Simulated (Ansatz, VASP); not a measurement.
# Mg: VASP beside Ansatz

```xyz
2
Lattice="3.2515 0.0000 0.0000 -1.6258 2.8159 0.0000 0.0000 0.0000 5.2789" Properties=species:S:1:pos:R:3 pbc="T T T"
Mg    0.0000    1.8773    1.3197
Mg    1.6258    0.9386    3.9592
```

Change from the starting cell: volume scaled by 1.04.

Alike in both runs: task single point; functional PBEsol; k mesh 12 × 12 × 7; occupations fermi-dirac, width 0.08 eV; no spin polarisation.

```csv
,VASP,Ansatz
version,VASP 6.6.1,Ansatz 0.2.0
potentials or method,"VASP PAW PBE potentials, release 64 (Mg), cutoff 520 eV","all-electron LAPW, scalar-relativistic"
```

|  | VASP | Ansatz | Ansatz less VASP |
| --- | --- | --- | --- |
| pressure (GPa) | -2.4 | -2.3 | +0.05 |
| traceless stress, the component that is largest in VASP (GPa) | -0.49 | -0.49 | +0.001 |

VASP's potentials were made for PBE, not for PBEsol. Ansatz ran all-electron here, and VASP with PAW potentials.
